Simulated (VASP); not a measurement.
# TiAl3 (Pmm2) in VASP: further runs

Runs on TiAl3. Level: r2SCAN. Tasks: single point.

Everything below comes from runs of VASP 6.6.1. Logs are shortened: lines on timing, memory, paths and dates and some standing lists are left out, and cuts for length are marked.

## (1) The cell of the first run

Symmetry: Pmm2, No. 25, orthorhombic system. Conventional cell: a = 2.840 Å, b = 4.681 Å, c = 4.901 Å, α = 90.00°, β = 90.00°, γ = 90.00°. Ti (site symmetry mm2) has 10 Al at 2.83 to 2.85 Å and 2 Ti at 2.84 Å within 3.7 Å. Within 3.7 Å of Al (site symmetry mm2) lie 4 Ti at 2.83 to 2.84 Å and 8 Al at 2.84 to 2.86 Å. Al (site symmetry mm2) has 8 Al at 2.81 to 2.86 Å and 4 Ti at 2.85 Å within 3.7 Å. Within 3.7 Å of Al (site symmetry mm2) lie 10 Al at 2.81 to 2.86 Å and 2 Ti at 2.85 Å.

## (2) Single point, r2SCAN

POSCAR reads:

```
TiAl3
1.0
    2.8396770000      0.0000000000      0.0000000000
    0.0000000000      4.6812640000      0.0000000000
    0.0000000000      0.0000000000      4.9007420000
Ti Al
1 3
Direct
    0.0000000000      0.5000000000      0.1659160000
    0.5000000000      0.5000000000      0.6672710000
    0.5000000000      0.0000000000      0.3309120000
    0.0000000000      0.0000000000      0.8359000000
```

INCAR.step1 reads:

```
ALGO = Normal
EDIFF = 1E-4
ENCUT = 520
GGA = PE
ISMEAR = 0
LASPH = T
LCHARG = F
LREAL = F
LWAVE = T
NBANDS = 18
NELM = 100
PREC = Accurate
SIGMA = 0.1
```

INCAR.step2 reads:

```
ALGO = Normal
EDIFF = 1E-6
ENCUT = 520
ISIF = 2
ISMEAR = 0
ISTART = 1
LASPH = T
LCHARG = T
LELF = T
LMIXTAU = T
LREAL = F
LVHAR = T
LWAVE = F
METAGGA = R2SCAN
NBANDS = 18
NELM = 100
PREC = Accurate
SIGMA = 0.1
```

KPOINTS reads:

```
Automatic mesh
0
Gamma
  10 6 6
  0.5 0.5 0.5
```

Potentials or basis: VASP PAW PBE potentials, release 64 (Ti_sv, Al).

On the command line:

```sh
$ cat potpaw_PBE.64/Ti_sv/POTCAR potpaw_PBE.64/Al/POTCAR > POTCAR
$ cp INCAR.step1 INCAR
$ mpirun -np 1 vasp_std > vasp.out
$ cp INCAR.step2 INCAR
$ mpirun -np 1 vasp_std > vasp.out
```

OUTCAR:

```text
EDIFF = 1E-6
   ENCUT = 520
   ISIF = 2
   ISMEAR = 0
   ISTART = 1
   LASPH = T
   LREAL = F
   METAGGA = R2SCAN
   NELM = 100
   PREC = Accurate

 ion  position               nearest neighbor table
   1  0.000  0.500  0.166-   2 2.83   2 2.83   2 2.84   2 2.84   4 2.85   4 2.85   3 2.85   3 2.85
                             3 2.85   3 2.85
   2  0.500  0.500  0.667-   1 2.83   1 2.83   1 2.84   1 2.84   4 2.86   4 2.86   4 2.86   4 2.86
                             3 2.86   3 2.86
   3  0.500  0.000  0.331-   4 2.81   4 2.81   4 2.85   4 2.85   1 2.85   1 2.85   1 2.85   1 2.85
                             2 2.86   2 2.86
   4  0.000  0.000  0.836-   3 2.81   3 2.81   1 2.85   1 2.85   3 2.85   3 2.85   2 2.86   2 2.86
                             2 2.86   2 2.86

  LATTYP: Found a simple orthorhombic cell.
 ALAT       =     2.8396770000
 B/A-ratio  =     1.6485198845
 C/A-ratio  =     1.7258096607

  Lattice vectors:

 A1 = (   2.8396770000,   0.0000000000,   0.0000000000)
 A2 = (   0.0000000000,   4.6812640000,   0.0000000000)
 A3 = (   0.0000000000,   0.0000000000,   4.9007420000)

Analysis of symmetry for initial positions (statically):
=====================================================================
 Subroutine PRICEL returns:
 Original cell was already a primitive cell.

 Routine SETGRP: Setting up the symmetry group for a
 simple orthorhombic supercell.

 Subroutine GETGRP returns: Found  4 space group operations
 (whereof  4 operations were pure point group operations)
 out of a pool of  8 trial point group operations.

The static configuration has the point symmetry C_2v.

Analysis of symmetry for dynamics (positions and initial velocities):
=====================================================================
 Subroutine PRICEL returns:
 Original cell was already a primitive cell.

 Routine SETGRP: Setting up the symmetry group for a
 simple orthorhombic supercell.

 Subroutine GETGRP returns: Found  4 space group operations
 (whereof  4 operations were pure point group operations)
 out of a pool of  8 trial point group operations.

The dynamic configuration has the point symmetry C_2v.

 Subroutine INISYM returns: Found  4 space group operations
 (whereof  4 operations are pure point group operations),
 and found     1 'primitive' translations

----------------------------------------------------------------------------------------

                                     Primitive cell

  volume of cell :      65.1469

  direct lattice vectors                    reciprocal lattice vectors
     2.839677000  0.000000000  0.000000000     0.352152727  0.000000000  0.000000000
     0.000000000  4.681264000  0.000000000     0.000000000  0.213617519  0.000000000
     0.000000000  0.000000000  4.900742000     0.000000000  0.000000000  0.204050734

  length of vectors
     2.839677000  4.681264000  4.900742000     0.352152727  0.213617519  0.204050734

  position of ions in fractional coordinates (direct lattice)
     0.000000000  0.500000000  0.165916000
     0.500000000  0.500000000  0.667271000
     0.500000000  0.000000000  0.330912000
     0.000000000  0.000000000  0.835900000

  ion indices of the primitive-cell ions
   primitive index   ion index
                 1           1
                 2           2
                 3           3
                 4           4

----------------------------------------------------------------------------------------

 KPOINTS: Automatic mesh

Automatic generation of k-mesh.
 Grid dimensions read from file:
 generate k-points for:   10    6    6

 Generating k-lattice:

  Cartesian coordinates                     Fractional coordinates (reciprocal lattice)
     0.035215273  0.000000000  0.000000000     0.100000000  0.000000000  0.000000000
     0.000000000  0.035602920  0.000000000     0.000000000  0.166666667  0.000000000
     0.000000000  0.000000000  0.034008456     0.000000000  0.000000000  0.166666667

  Length of vectors
     0.035215273  0.035602920  0.034008456

  Shift w.r.t. Gamma in fractional coordinates (k-lattice)
     0.500000000  0.500000000  0.500000000

 Subroutine IBZKPT returns following result:
 ===========================================

 Found     45 irreducible k-points:

 Following reciprocal coordinates:
            Coordinates               Weight
  0.050000  0.083333  0.083333      8.000000
  0.150000  0.083333  0.083333      8.000000
  0.250000  0.083333  0.083333      8.000000
  0.350000  0.083333  0.083333      8.000000
  0.450000  0.083333  0.083333      8.000000
  0.050000  0.250000  0.083333      8.000000
[... 16 lines left out ...]
  0.250000  0.250000  0.250000      8.000000
  0.350000  0.250000  0.250000      8.000000
 [... further k-points ...]
   k-points           NKPTS =     45   k-points in BZ     NKDIM =     45   number of bands    NBANDS=     18
   number of dos      NEDOS =    301   number of ions     NIONS =      4
   total plane-waves  NPLWV =  31104
   dimension x,y,z NGX =    24 NGY =   36 NGZ =   36
   dimension x,y,z NGXF=    48 NGYF=   72 NGZF=   72
   ions per type =               1   3
   NGX,Y,Z   is equivalent  to a cutoff of  14.05, 12.78, 12.21 a.u.
   NGXF,Y,Z  is equivalent  to a cutoff of  28.10, 25.57, 24.42 a.u.
 SYSTEM =  unknown system
   PREC   = accura    normal or accurate (medium, high low for compatibility)
   ISTART =      1    job   : 0-new  1-cont  2-samecut
   ICHARG =      0    charge: 1-file 2-atom 10-const
   ISPIN  =      1    spin polarized calculation?
   LNONCOLLINEAR =      F non collinear calculations
   LSORBIT =      F    spin-orbit coupling
   LASPH  =      T    aspherical Exc in radial PAW
   ENCUT  =  520.0 eV  38.22 Ry    6.18 a.u.   5.28  8.70  9.11*2*pi/ulx,y,z
   NELM   =    100;   NELMIN=  2; NELMDL=  0     # of ELM steps
   EDIFF  = 0.1E-05   stopping-criterion for ELM
   LREAL  =      F    real-space projection
   EDIFFG = 0.1E-04   stopping-criterion for IOM
   NSW    =      0    number of steps for IOM
   IBRION =     -1    ionic relax: 0-MD 1-quasi-New 2-CG
   NFREE  =      0    steps in history (QN), initial steepest desc. (CG)
   ISIF   =      2    stress and relaxation
   ISYM   =      2    0-nonsym 1-usesym 2-fastsym
   POTIM  = 0.5000    time-step for ionic-motion
   TEBEG  =    0.0;   TEEND  =   0.0 temperature during run
   PSTRESS=    0.0 pullay stress
   NELECT =      21.0000    total number of electrons
   NUPDOWN=      -1.0000    fix difference up-down
   EMIN   =  10.00;   EMAX   =-10.00  energy-range for DOS
   EFERMI =   0.00;   METHOD = LEGACY
   ISMEAR =     0;   SIGMA  =   0.10  broadening in eV -4-tet -1-fermi 0-gaus
   EFERMI_NEDOS =   21; number of points for ismear=-14 and -15
   IALGO  =     38    algorithm
   IMIX   =      4    mixing-type and parameters
     AMIX     =   0.40;   BMIX     =  1.00
     AMIX_MAG =   1.60;   BMIX_MAG =  1.00
  volume/ion in A,a.u.               =      16.29       109.91
  Fermi-wavevector in a.u.,A,eV,Ry     =   1.122492  2.121202 17.143184  1.259988
  Thomas-Fermi vector in A             =   2.259152
   LORBIT       =      0    0 simple, 1 ext, 2 COOP (PROOUT), +10 PAW based schemes
   METAGGA = R2SCAN    functional components
   LHFCALC =     F    Hartree Fock is set to
   AEXX    =    0.0000 exact exchange contribution
   IVDW    =     0    specifies the selected vdW correction
   LEPSILON=     F    determine dielectric tensor
   LRPA    =     F    only Hartree local field effects (RPA)
 non-spin polarized calculation
 Gauss-broadening in eV      SIGMA  =   0.10
  energy-cutoff  :      520.00
  volume of cell :       65.15
 maximum number of plane-waves:      1766
 NGX is ok and might be reduce to    24
   NGX = 11   NGY = 17   NGZ = 19

 number of electron      21.0000004 magnetization

 Free energy of the ion-electron system (eV)
  ---------------------------------------------------
  ext. energy  EPLUGINS =         0.00000000
  ---------------------------------------------------
  free energy    TOTEN  =       -34.19675664 eV

  energy without entropy =      -34.18527254  energy(sigma->0) =      -34.19101459

 E-fermi :   8.0861     XC(G=0): -11.3937

 val. band max:        8.0723204172   @ k =   0.1500   0.2500   0.4167
 cond. band min:       8.1095578097   @ k =   0.1500   0.4167   0.4167
 fundamental gap:      0.0372373925
 Fermi energy:         8.0861055509

 k-point     1 :       0.0500    0.0833    0.0833
  band No.  band energies     occupation
      1     -50.8169      2.00000
      2     -26.1170      2.00000
      3     -26.1010      2.00000
      4     -25.7162      2.00000
      5      -2.5512      2.00000
      6       2.3744      2.00000
[... 10 lines left out ...]
     17      14.3432      0.00000
     18      14.6708      0.00000

 k-point     2 :       0.1500    0.0833    0.0833
  band No.  band energies     occupation
      1     -50.8066      2.00000
      2     -26.1069      2.00000
      3     -26.0908      2.00000
      4     -25.8023      2.00000
      5      -2.1574      2.00000
      6       2.7178      2.00000
[... 10 lines left out ...]
     17      12.7041      0.00000
     18      14.5176      0.00000

 k-point     3 :       0.2500    0.0833    0.0833
  band No.  band energies     occupation
      1     -50.7900      2.00000
      2     -26.0907      2.00000
      3     -26.0743      2.00000
      4     -25.9399      2.00000
      5      -1.3784      2.00000
      6       3.3862      2.00000
[... 10 lines left out ...]
     17      12.9231      0.00000
     18      14.1667      0.00000

 k-point     4 :       0.3500    0.0833    0.0833
  band No.  band energies     occupation
      1     -50.7733      2.00000
      2     -26.0754      2.00000
      3     -26.0744      2.00000
      4     -26.0576      2.00000
      5      -0.2294      2.00000
      6       4.3238      2.00000
[... 375 lines left out ...]
      4     -25.8022      2.00000
      5      -1.4443      2.00000
      6       1.6163      2.00000
[... 10 lines left out ...]
     17      13.8796      0.00000
     18      14.5079      0.00000

 k-point    23 :       0.2500    0.2500    0.2500
  band No.  band energies     occupation
      1     -50.7899      2.00000
      2     -26.0920      2.00000
      3     -26.0749      2.00000
      4     -25.9397      2.00000
      5      -0.6858      2.00000
      6       2.2843      2.00000
[... 10 lines left out ...]
     17      12.9321      0.00000
     18      13.4039      0.00000

 k-point    24 :       0.3500    0.2500    0.2500
  band No.  band energies     occupation
      1     -50.7732      2.00000
      2     -26.0756      2.00000
      3     -26.0750      2.00000
      4     -26.0581      2.00000
      5       0.4321      2.00000
      6       3.2473      2.00000
[... 10 lines left out ...]
     17      11.9848      0.00000
     18      12.8181      0.00000

 [... further k-points ...]
[... 5 lines left out ...]
  --------------------------------------------------------------------------------------
  -------------------------------------------------------------------------------------
  Total       -1.2812405     -0.8818099     -0.5947190      0.0000000      0.0000000      0.0000000
  in kB      -31.5099225    -21.6866072    -14.6260981      0.0000000      0.0000000      0.0000000
  external PRESSURE =     -22.6075426 kB  Pullay stress =       0.0000000 kB

 VOLUME and BASIS-vectors are now :
 -----------------------------------------------------------------------------
  energy-cutoff  :      520.00
  volume of cell :       65.15
      direct lattice vectors                 reciprocal lattice vectors
     2.839677000  0.000000000  0.000000000     0.352152727  0.000000000  0.000000000
     0.000000000  4.681264000  0.000000000     0.000000000  0.213617519  0.000000000
     0.000000000  0.000000000  4.900742000     0.000000000  0.000000000  0.204050734

 POSITION                                       TOTAL-FORCE (eV/Angst)
 -----------------------------------------------------------------------------------
      0.00000      2.34063      0.81311         0.000000      0.000000     -0.029494
      1.41984      2.34063      3.27012         0.000000      0.000000     -0.001538
      1.41984      0.00000      1.62171         0.000000      0.000000      0.037815
      0.00000      0.00000      4.09653         0.000000      0.000000     -0.006784
 -----------------------------------------------------------------------------------
    total drift:                                0.000000      0.000000     -0.001232

  FREE ENERGIE OF THE ION-ELECTRON SYSTEM (eV)
  ---------------------------------------------------
  free  energy   TOTEN  =       -34.1967566377 eV

  energy  without entropy=      -34.1852725387  energy(sigma->0) =      -34.19101459
```

It took 4.5 min on 1 thread of Intel Xeon Platinum 8259CL at 2.50GHz (Skylake/Cascade Lake), shared host; peak memory 0.2 GiB.

What came out:

```yaml
Free_energy: -34.1968 eV
Pressure: -2.3 GPa
Largest_force: 0.038 eV/Å
```

Forces on the atoms (eV/Å):
```
Ti   0.000  0.000 -0.029
Al   0.000  0.000 -0.002
Al   0.000  0.000  0.038
Al   0.000  0.000 -0.007
```

Caveat: the PAW data sets were made with another functional, which shifts forces and pressure a little.

[end of part 1 of 2]
